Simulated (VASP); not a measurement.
# SH2 in VASP: a series of runs

Aim: see how the results for SH2 move with the level of theory and the settings. Levels: RPBE, PBE+D3(BJ), LDA, PBEsol. Tasks: single point.

Program: VASP 6.6.1. These are calculated values, not measurements. Logs are shortened: lines on timing, memory, paths and dates and some standing lists are left out, and cuts for length are marked.

### Step 1. The cell of the first run

The cell holds a molecule in a box, 3 atoms: a = 12.326 Å, b = 12.826 Å, c = 13.326 Å, α = 90.00°, β = 90.00°, γ = 90.00°.

### Step 2. Single point, RPBE

INCAR

```
SYSTEM = H2S
  ALGO = Normal
  EDIFF = 1E-6
  ENCUT = 400
  GGA = RP
  GGA_COMPAT = .FALSE.
  ISIF = 2
  ISMEAR = 0
  LASPH = .TRUE.
  LCHARG = .TRUE.
  LELF = .TRUE.
  LREAL = .FALSE.
  LVHAR = .TRUE.
  LWAVE = .FALSE.
  NBANDS = 11
  NELM = 120
  NELMDL = -8
  PREC = Accurate
  SIGMA = 0.005
```

KPOINTS

```
k-points
0
G
  1 1 1
  0 0 0
```

POSCAR

```
H2S
1.0
   12.3255669104      0.0000000000      0.0000000000
    0.0000000000     12.8255669104      0.0000000000
    0.0000000000      0.0000000000     13.3255669104
S H
1 2
Direct
    0.5294691500      0.5110600700      0.4594833100
    0.5162436300      0.4312875900      0.5244762600
    0.4663476000      0.5742980600      0.5158113300
```

Potentials or basis: VASP PAW PBE potentials, release 64 (S, H).

Command:

```
$ cat potpaw_PBE.64/S/POTCAR potpaw_PBE.64/H/POTCAR > POTCAR
$ mpirun -np 1 vasp_gam > vasp.out
```

OUTCAR:

```text
SYSTEM = H2S
   EDIFF = 1E-6
   ENCUT = 400
   GGA = RP
   ISIF = 2
   ISMEAR = 0
   LASPH = .TRUE.
   LREAL = .FALSE.
   NELM = 120
   NELMDL = -8
   PREC = Accurate

 ion  position               nearest neighbor table
   1  0.529  0.511  0.459-   2 1.35   3 1.35
   2  0.516  0.431  0.524-   1 1.35
   3  0.466  0.574  0.516-   1 1.35

  LATTYP: Found a simple orthorhombic cell.
 ALAT       =    12.3255669104
 B/A-ratio  =     1.0405660854
 C/A-ratio  =     1.0811321708

  Lattice vectors:

 A1 = (  12.3255669104,   0.0000000000,   0.0000000000)
 A2 = (   0.0000000000,  12.8255669104,   0.0000000000)
 A3 = (   0.0000000000,   0.0000000000,  13.3255669104)

Analysis of symmetry for initial positions (statically):
=====================================================================
 Subroutine PRICEL returns:
 Original cell was already a primitive cell.

 Routine SETGRP: Setting up the symmetry group for a
 simple orthorhombic supercell.

 Subroutine GETGRP returns: Found  1 space group operations
 (whereof  1 operations were pure point group operations)
 out of a pool of  8 trial point group operations.

The static configuration has the point symmetry C_1 .

Analysis of symmetry for dynamics (positions and initial velocities):
=====================================================================
 Subroutine PRICEL returns:
 Original cell was already a primitive cell.

 Routine SETGRP: Setting up the symmetry group for a
 simple orthorhombic supercell.

 Subroutine GETGRP returns: Found  1 space group operations
 (whereof  1 operations were pure point group operations)
 out of a pool of  8 trial point group operations.

The dynamic configuration has the point symmetry C_1 .

 Subroutine INISYM returns: Found  1 space group operations
 (whereof  1 operations are pure point group operations),
 and found     1 'primitive' translations

----------------------------------------------------------------------------------------

                                     Primitive cell

  volume of cell :    2106.5374

  direct lattice vectors                    reciprocal lattice vectors
    12.325566910  0.000000000  0.000000000     0.081132171  0.000000000  0.000000000
     0.000000000 12.825566910  0.000000000     0.000000000  0.077969263  0.000000000
     0.000000000  0.000000000 13.325566910     0.000000000  0.000000000  0.075043712

  length of vectors
[... 58 lines left out ...]
   ENCUT  =  400.0 eV  29.40 Ry    5.42 a.u.  20.10 20.92 21.73*2*pi/ulx,y,z
   NELM   =    120;   NELMIN=  2; NELMDL= -8     # of ELM steps
   EDIFF  = 0.1E-05   stopping-criterion for ELM
   LREAL  =      F    real-space projection
   EDIFFG = 0.1E-04   stopping-criterion for IOM
   NSW    =      0    number of steps for IOM
   IBRION =     -1    ionic relax: 0-MD 1-quasi-New 2-CG
   NFREE  =      0    steps in history (QN), initial steepest desc. (CG)
   ISIF   =      2    stress and relaxation
   ISYM   =      2    0-nonsym 1-usesym 2-fastsym
   POTIM  = 0.5000    time-step for ionic-motion
   TEBEG  =    0.0;   TEEND  =   0.0 temperature during run
   PSTRESS=    0.0 pullay stress
   NELECT =       8.0000    total number of electrons
   NUPDOWN=      -1.0000    fix difference up-down
   EMIN   =  10.00;   EMAX   =-10.00  energy-range for DOS
   EFERMI =   0.00;   METHOD = LEGACY
   ISMEAR =     0;   SIGMA  =   0.01  broadening in eV -4-tet -1-fermi 0-gaus
   EFERMI_NEDOS =   21; number of points for ismear=-14 and -15
   IALGO  =     38    algorithm
   IMIX   =      4    mixing-type and parameters
     AMIX     =   0.40;   BMIX     =  1.00
     AMIX_MAG =   1.60;   BMIX_MAG =  1.00
  volume/ion in A,a.u.               =     702.18      4738.54
  Fermi-wavevector in a.u.,A,eV,Ry     =   0.255416  0.482667  0.887609  0.065237
  Thomas-Fermi vector in A             =   1.077651
   LORBIT       =      0    0 simple, 1 ext, 2 COOP (PROOUT), +10 PAW based schemes
   GGA     = RP    functional components
   LHFCALC =     F    Hartree Fock is set to
   AEXX    =    0.0000 exact exchange contribution
   IVDW    =     0    specifies the selected vdW correction
   LEPSILON=     F    determine dielectric tensor
   LRPA    =     F    only Hartree local field effects (RPA)
 non-spin polarized calculation
 Gauss-broadening in eV      SIGMA  =   0.01
  energy-cutoff  :      400.00
  volume of cell :     2106.54
 maximum number of plane-waves:     19124
   NGX = 41   NGY = 41   NGZ = 43

 number of electron       8.0000004 magnetization

 Free energy of the ion-electron system (eV)
  ---------------------------------------------------
  ext. energy  EPLUGINS =         0.00000000
  ---------------------------------------------------
  free energy    TOTEN  =       -11.24351695 eV

  energy without entropy =      -11.24351695  energy(sigma->0) =      -11.24351695

 E-fermi :  -6.1216     XC(G=0):  -0.4229

 val. band max:       -6.1707926602   @ k =   0.0000   0.0000   0.0000
 cond. band min:      -0.8815068702   @ k =   0.0000   0.0000   0.0000
 fundamental gap:      5.2892857901
 Fermi energy:        -6.1215870424

 k-point     1 :       0.0000    0.0000    0.0000
  band No.  band energies     occupation
      1     -18.3858      2.00000
      2     -10.8158      2.00000
      3      -9.0016      2.00000
      4      -6.1708      2.00000
      5      -0.8815      0.00000
      6      -0.5797      0.00000
      7       0.2716      0.00000
      8       0.5278      0.00000
      9       0.5679      0.00000
     10       0.6970      0.00000
     11       0.7696      0.00000

------------------------ aborting loop because EDIFF is reached ----------------------------------------

  FORCE on cell =-STRESS in cart. coord.  units (eV):
  Direction    XX          YY          ZZ          XY          YZ          ZX
  --------------------------------------------------------------------------------------
  -------------------------------------------------------------------------------------
  Total       -0.1367616     -0.1293441     -0.1408591      0.0097449     -0.0130097      0.0146495
  in kB       -0.1040173     -0.0983757     -0.1071337      0.0074117     -0.0098948      0.0111421
  external PRESSURE =      -0.1031756 kB  Pullay stress =       0.0000000 kB

 VOLUME and BASIS-vectors are now :
 -----------------------------------------------------------------------------
  energy-cutoff  :      400.00
  volume of cell :     2106.54
      direct lattice vectors                 reciprocal lattice vectors
    12.325566910  0.000000000  0.000000000     0.081132171  0.000000000  0.000000000
     0.000000000 12.825566910  0.000000000     0.000000000  0.077969263  0.000000000
     0.000000000  0.000000000 13.325566910     0.000000000  0.000000000  0.075043712

 POSITION                                       TOTAL-FORCE (eV/Angst)
 -----------------------------------------------------------------------------------
      6.52601      6.55464      6.12288        -0.020983      0.016263      0.024618
      6.36300      5.53151      6.98894         0.002966     -0.000567     -0.004271
      5.74800      7.36570      6.87348         0.018017     -0.015696     -0.020347
 -----------------------------------------------------------------------------------
    total drift:                                0.000096      0.000286     -0.000165

  FREE ENERGIE OF THE ION-ELECTRON SYSTEM (eV)
  ---------------------------------------------------
  free  energy   TOTEN  =       -11.2435169522 eV

  energy  without entropy=      -11.2435169522  energy(sigma->0) =      -11.24351695
```

OSZICAR:

```text
N       E                     dE             d eps       ncg     rms          rms(c)
DAV:   1     0.610465632601E+02    0.61047E+02   -0.11858E+03    22   0.254E+02
DAV:   2     0.113650416499E+02   -0.49682E+02   -0.49148E+02    44   0.329E+01
DAV:   3    -0.107253974542E+02   -0.22090E+02   -0.22066E+02    33   0.448E+01
[... 19 lines left out ...]
DAV:  23    -0.112435037133E+02   -0.16878E-04   -0.69956E-07    36   0.355E-03    0.395E-03
DAV:  24    -0.112435117323E+02   -0.80191E-05   -0.16711E-07    22   0.161E-03    0.541E-03
DAV:  25    -0.112435148519E+02   -0.31196E-05   -0.98764E-08    28   0.123E-03    0.845E-04
DAV:  26    -0.112435163321E+02   -0.14802E-05   -0.50048E-08    22   0.937E-04    0.777E-04
DAV:  27    -0.112435169522E+02   -0.62017E-06   -0.75699E-09    28   0.412E-04
   1 F= -.11243517E+02 E0= -.11243517E+02  d E =-.245453E-44
```

stdout:

```text
POSCAR found type information on POSCAR S H
 POSCAR found :  2 types and       3 ions
 scaLAPACK will be used
 -----------------------------------------------------------------------------
|                                                                             |
|                                                                             |
|     You enforced a specific xc type in the INCAR file but a different       |
|     I HOPE YOU KNOW WHAT YOU ARE DOING!                                     |
|                                                                             |
 -----------------------------------------------------------------------------

 LDA part: xc-table for (Slater+PW92), standard interpolation
 POSCAR, INCAR and KPOINTS ok, starting setup
 FFT: planning ... GRIDC
 FFT: planning ... GRID_SOFT
 FFT: planning ... GRID
 WAVECAR not read
 entering main loop
```

It took 1.7 min on 1 thread of AMD EPYC 7R43 (Zen 3), shared host; peak memory 0.87 GiB.

Results:

```yaml
Free_energy: -11.2435 eV
Largest_force: 0.036 eV/Å
Gap_between_the_frontier_levels: 5.29 eV
```

Forces on the atoms (eV/Å):
```
S   -0.021  0.016  0.025
H    0.003 -0.001 -0.004
H    0.018 -0.016 -0.020
```

Levels at points of the mesh, in eV from the valence-band top:
```
           k point  band 1  band 2  band 3  band 4  band 5  band 6  band 7  band 8
(0.00, 0.00, 0.00)  -12.21   -4.64   -2.83    0.00    5.29    5.59    6.44    6.70
```

Caveat: the PAW data sets were made with another functional, which shifts forces and pressure a little.

[end of part 1 of 2]
